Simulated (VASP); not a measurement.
Set up this calculation in VASP 6.6.1, as the native input.

- Task: relaxation of cell and atoms
- Functional: LDA
- Potentials or basis: VASP PAW LDA potentials, release 64 (Ba_sv)
- Cutoff: 600 eV
- k mesh: 5 × 5 × 7
- Occupations: fermi-dirac, width 0.1 eV
- Spin: no spin polarisation
- Dipole correction: no
- Further INCAR settings: ALGO = Normal; EDIFF = 1e-06; IBRION = 2; EDIFFG = -0.01; NSW = 80; ISIF = 3

The structure of Ba lies in POSCAR:

```
Ba
1.0
    7.0686539647      0.0000000000      0.0000000000
   -3.5343269823      6.1216339040      0.0000000000
    0.0000000000      0.0000000000      4.3330848804
Ba
3
Direct
    0.0000000000      0.0000000000      0.0000000000
    0.3333333333      0.6666666667      0.5000000000
    0.6666666667      0.3333333333      0.5000000000
```

This isn't the form of Ba at room conditions, which is bcc.

The input as run:

INCAR

```
SYSTEM = Ba
PREC = Accurate
ENCUT = 600
EDIFF = 1E-6
ISMEAR = -1
SIGMA = 0.1
LREAL = .False.
LASPH = .True.
NELM = 80
ALGO = Normal
ISIF = 3
LWAVE = .False.
LCHARG = .False.
GGA = CA
IBRION = 2
NSW = 80
EDIFFG = -0.01
```

KPOINTS

```
regular mesh
0
Gamma
  5 5 7
  0 0 0
```

Potentials or basis: VASP PAW LDA potentials, release 64 (Ba_sv).

Command:

```sh
$ cat potpaw_LDA.64/Ba_sv/POTCAR > POTCAR
$ mpirun -np 1 vasp_std > vasp.out
```

Results of the run:

* Relaxed volume: 54.28 Å³/atom
* Relaxed cell: a = 6.796 Å, b = 6.796 Å, c = 4.071 Å, α = 90.00°, β = 90.00°, γ = 120.00°
* Space group after relaxing (to 0.1 Å): P6/mmm (No. 191)
* Energy gained by relaxing: 32.6 meV/atom
* Ionic steps: 4
* Pressure after relaxing: 0.0 GPa
* Band gap on the k mesh: zero (bands 15 and 16 overlap by 0.77 eV)

Caveat: spin-orbit coupling is left out, which moves the levels of the heavy elements.

Run time: 5.2 min on 1 thread of Intel Xeon 8259CL (shared host), peak memory 0.3 GiB.
